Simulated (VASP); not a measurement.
# FeRu (P-6m2) in VASP: single point with LDA

Aim: the single point of FeRu with LDA.

Everything below comes from runs of VASP 6.6.1. Logs are shortened: lines on timing, memory, paths and dates and some standing lists are left out, and cuts for length are marked.

**1. The cell of the first run**

It takes space group P-6m2 (No. 187, hexagonal). Conventional cell: a = 2.643 Å, b = 2.643 Å, c = 4.070 Å, α = 90.00°, β = 90.00°, γ = 120.00°. Fe (site symmetry -6m2) has 6 Ru at 2.54 Å and 6 Fe at 2.64 Å within 3.4 Å. Ru (site symmetry -6m2) has 6 Fe at 2.54 Å and 6 Ru at 2.64 Å within 3.4 Å.

**2. Single point, LDA, collinear spin, zero start**

Input file INCAR:

```
SYSTEM = FeRu
PREC     = Accurate       ! precision mode
ENCUT    = 520            ! plane-wave cutoff, eV
EDIFF    = 1E-6           ! SCF threshold, eV
ISMEAR   = -1             ! smearing method
SIGMA    = 0.05           ! smearing width, eV
LREAL    = .FALSE.        ! projectors in reciprocal space
LASPH    = .TRUE.         ! aspherical terms in the spheres
NELM     = 150            ! most SCF steps
ALGO     = Normal         ! electronic algorithm
ISIF     = 2              ! what is computed and relaxed
LWAVE    = .FALSE.        ! write WAVECAR
LCHARG   = .FALSE.        ! write CHGCAR
ISPIN    = 2              ! spin polarisation
MAGMOM   = 0 0            ! initial moments
LORBIT   = 11             ! projections on sites
NUPDOWN  = 0.0            ! fixed moment
LMAXMIX  = 4              ! l up to which the mixer works
NBANDS   = 22             ! bands
```

Input file KPOINTS:

```
Automatic mesh
0
G
  12 12 7
  0 0 0
```

Input file POSCAR:

```
FeRu
1.0
    2.6428014205      0.0000000000      0.0000000000
   -1.3214007102      2.2887331673      0.0000000000
    0.0000000000      0.0000000000      4.0702270000
Fe Ru
1 1
Direct
    0.0000000000      0.0000000000      0.5000000000
    0.6666666667      0.3333333333      0.0000000000
```

Potentials or basis: VASP PAW LDA potentials, release 64 (Fe, Ru_pv).

Run with:

```bash
$ cat potpaw_LDA.64/Fe/POTCAR potpaw_LDA.64/Ru_pv/POTCAR > POTCAR
$ mpirun -np 1 vasp_std > vasp.out
```

OUTCAR:

```text
SYSTEM = FeRu
   PREC = Accurate
   ENCUT = 520
   EDIFF = 1E-6
   ISMEAR = -1
   LREAL = .FALSE.
   LASPH = .TRUE.
   NELM = 150
   ISIF = 2
   ISPIN = 2
   LORBIT = 11
   NUPDOWN = 0.0

 ion  position               nearest neighbor table
   1  0.000  0.000  0.500-   2 2.54   2 2.54   2 2.54   2 2.54   2 2.54   2 2.54
   2  0.667  0.333  0.000-   1 2.54   1 2.54   1 2.54   1 2.54   1 2.54   1 2.54

  LATTYP: Found a hexagonal cell.
 ALAT       =     2.6428014205
 C/A-ratio  =     1.5401183640

  Lattice vectors:

 A1 = (   2.6428014205,   0.0000000000,   0.0000000000)
 A2 = (  -1.3214007102,   2.2887331673,   0.0000000000)
 A3 = (   0.0000000000,   0.0000000000,   4.0702270000)

Analysis of symmetry for initial positions (statically):
=====================================================================
 Subroutine PRICEL returns:
 Original cell was already a primitive cell.

 Routine SETGRP: Setting up the symmetry group for a
 hexagonal supercell.

 Subroutine GETGRP returns: Found 12 space group operations
 (whereof 12 operations were pure point group operations)
 out of a pool of 24 trial point group operations.

The static configuration has the point symmetry D_3h.

Analysis of symmetry for dynamics (positions and initial velocities):
=====================================================================
 Subroutine PRICEL returns:
 Original cell was already a primitive cell.

 Routine SETGRP: Setting up the symmetry group for a
 hexagonal supercell.

 Subroutine GETGRP returns: Found 12 space group operations
 (whereof 12 operations were pure point group operations)
 out of a pool of 24 trial point group operations.

The dynamic configuration has the point symmetry D_3h.

Analysis of structural, dynamic, and magnetic symmetry:
=====================================================================
 Subroutine PRICEL returns:
 Original cell was already a primitive cell.

 Routine SETGRP: Setting up the symmetry group for a
 hexagonal supercell.

 Subroutine GETGRP returns: Found 12 space group operations
 (whereof 12 operations were pure point group operations)
 out of a pool of 24 trial point group operations.

The overall configuration has the point symmetry D_3h.

 Subroutine INISYM returns: Found 12 space group operations
 (whereof 12 operations are pure point group operations),
 and found     1 'primitive' translations

[... 110 lines left out ...]
   EFERMI_NEDOS =   21; number of points for ismear=-14 and -15
   IALGO  =     38    algorithm
   IMIX   =      4    mixing-type and parameters
     AMIX     =   0.40;   BMIX     =  1.00
     AMIX_MAG =   1.60;   BMIX_MAG =  1.00
  volume/ion in A,a.u.               =      12.31        83.07
  Fermi-wavevector in a.u.,A,eV,Ry     =   1.576847  2.979809 33.830167  2.486447
  Thomas-Fermi vector in A             =   2.677619
   LORBIT       =     11    0 simple, 1 ext, 2 COOP (PROOUT), +10 PAW based schemes
   GGA     = CA    functional components
   LHFCALC =     F    Hartree Fock is set to
   AEXX    =    0.0000 exact exchange contribution
   IVDW    =     0    specifies the selected vdW correction
   LEPSILON=     F    determine dielectric tensor
   LRPA    =     F    only Hartree local field effects (RPA)
 spin polarized calculation
  energy-cutoff  :      520.00
  volume of cell :       24.62
 maximum number of plane-waves:       687
 NGX is ok and might be reduce to    20
   NGX =  9   NGY =  9   NGZ = 15

 number of electron      21.9999995 magnetization       0.0000000

 number of electron      21.9999995 magnetization      -0.0000000

 Free energy of the ion-electron system (eV)
  ---------------------------------------------------
  ext. energy  EPLUGINS =         0.00000000
  ---------------------------------------------------
  free energy    TOTEN  =       -19.82629610 eV

  energy without entropy =      -19.80779379  energy(sigma->0) =      -19.81704494

 E-fermi :   9.6368     XC(G=0): -14.0244

 val. band max:        9.6333795670   @ k =   0.1667   0.0833   0.2857
 cond. band min:       9.6418860319   @ k =   0.3333   0.0833   0.2857
 fundamental gap:      0.0085064649
 Fermi energy:         9.6367961718

 spin component 1

 k-point     1 :       0.0000    0.0000    0.0000
  band No.  band energies     occupation
      1     -33.2197      1.00000
      2     -32.7180      1.00000
      3     -32.7180      1.00000
      4       1.4445      1.00000
      5       3.9765      1.00000
      6       7.2393      1.00000
[... 589 lines left out ...]
     21      28.2785      0.00000
     22      31.3067      0.00000

 [... further k-points ...]

 spin component 2

 k-point     1 :       0.0000    0.0000    0.0000
  band No.  band energies     occupation
      1     -33.2197      1.00000
      2     -32.7180      1.00000
      3     -32.7180      1.00000
      4       1.4445      1.00000
      5       3.9765      1.00000
      6       7.2393      1.00000
[... 589 lines left out ...]
     21      28.2785      0.00000
     22      31.3067      0.00000

 [... further k-points ...]
[... 5 lines left out ...]
  --------------------------------------------------------------------------------------
  -------------------------------------------------------------------------------------
  Total       -3.0649339     -3.0649339     -3.0011146     -0.0000000     -0.0000000      0.0000000
  in kB     -199.4588777   -199.4588777   -195.3056656     -0.0000000     -0.0000000      0.0000000
  external PRESSURE =    -198.0744737 kB  Pullay stress =       0.0000000 kB

 VOLUME and BASIS-vectors are now :
 -----------------------------------------------------------------------------
  energy-cutoff  :      520.00
  volume of cell :       24.62
      direct lattice vectors                 reciprocal lattice vectors
     2.642801421  0.000000000  0.000000000     0.378386356  0.218461465  0.000000000
    -1.321400710  2.288733167  0.000000000     0.000000000  0.436922929  0.000000000
     0.000000000  0.000000000  4.070227000     0.000000000  0.000000000  0.245686543

 POSITION                                       TOTAL-FORCE (eV/Angst)
 -----------------------------------------------------------------------------------
      0.00000      0.00000      2.03511        -0.000000      0.000000      0.000000
      1.32140      0.76291      0.00000         0.000000     -0.000000      0.000000
 -----------------------------------------------------------------------------------
    total drift:                               -0.000000      0.000000      0.000000

  FREE ENERGIE OF THE ION-ELECTRON SYSTEM (eV)
  ---------------------------------------------------
  free  energy   TOTEN  =       -19.8262961010 eV

  energy  without entropy=      -19.8077937877  energy(sigma->0) =      -19.81704494

 total charge

# of ion       s       p       d       tot
------------------------------------------
    1        0.477   0.540   6.295   7.311
    2        0.428   6.326   5.968  12.722
--------------------------------------------------
tot          0.905   6.865  12.262  20.033

 magnetization (x)

# of ion       s       p       d       tot
------------------------------------------
    1       -0.000   0.000  -0.000  -0.000
    2       -0.000   0.000  -0.000  -0.000
--------------------------------------------------
tot         -0.000   0.000  -0.000  -0.000
```

OSZICAR:

```text
N       E                     dE             d eps       ncg     rms          rms(c)
DAV:   1     0.168191583048E+03    0.16819E+03   -0.11931E+04  6928   0.125E+03
DAV:   2    -0.172160067871E+02   -0.18541E+03   -0.17642E+03  6886   0.318E+02
DAV:   3    -0.224873193190E+02   -0.52713E+01   -0.51983E+01  8308   0.625E+01
DAV:   4    -0.225455128691E+02   -0.58194E-01   -0.58106E-01  7012   0.626E+00
DAV:   5    -0.225464983178E+02   -0.98545E-03   -0.98544E-03  7918   0.870E-01    0.197E+01
DAV:   6    -0.335726961716E+02   -0.11026E+02   -0.95305E+01  7782   0.984E+01    0.393E+01
DAV:   7    -0.198543404278E+02    0.13718E+02   -0.27126E+01  8656   0.714E+01    0.256E+00
DAV:   8    -0.198542052200E+02    0.13521E-03   -0.42436E-01  6946   0.404E+00    0.187E+00
DAV:   9    -0.198289921632E+02    0.25213E-01   -0.10992E-01 10086   0.290E+00    0.867E-01
DAV:  10    -0.198269164677E+02    0.20757E-02   -0.21372E-03  7394   0.355E-01    0.596E-01
DAV:  11    -0.198263359047E+02    0.58056E-03   -0.16297E-03  8136   0.448E-01    0.215E-01
DAV:  12    -0.198263226891E+02    0.13216E-04   -0.42086E-05  7746   0.503E-02    0.906E-02
DAV:  13    -0.198262967346E+02    0.25954E-04   -0.89204E-05  9688   0.728E-02    0.183E-02
DAV:  14    -0.198262961010E+02    0.63362E-06   -0.32582E-06  4266   0.143E-02
   1 F= -.19826296E+02 E0= -.19817045E+02  d E =-.185023E-01  mag=     0.0000
```

stdout:

```text
POSCAR found type information on POSCAR FeRu
 POSCAR found :  2 types and       2 ions
 scaLAPACK will be used
 LDA part: xc-table for (Slater(with rela. corr.)+CA(PZ))
 , standard interpolation
 POSCAR, INCAR and KPOINTS ok, starting setup
 FFT: planning ... GRIDC
 FFT: planning ... GRID_SOFT
 FFT: planning ... GRID
 WAVECAR not read
 entering main loop
```

Run time: 43 s. Hardware: 1 thread of Intel Xeon Platinum 8488C (Sapphire Rapids), shared host; peak memory 0.17 GiB.

Results:

```
Free energy                                           : -19.8263 eV
Pressure                                              : -19.8 GPa
Net moment                                            : 0.00 μB per cell
Valence electrons inside the program's atomic spheres : Fe 7.31; Ru 12.72
```

Caveat: the total moment is fixed, so each spin has its own Fermi level.
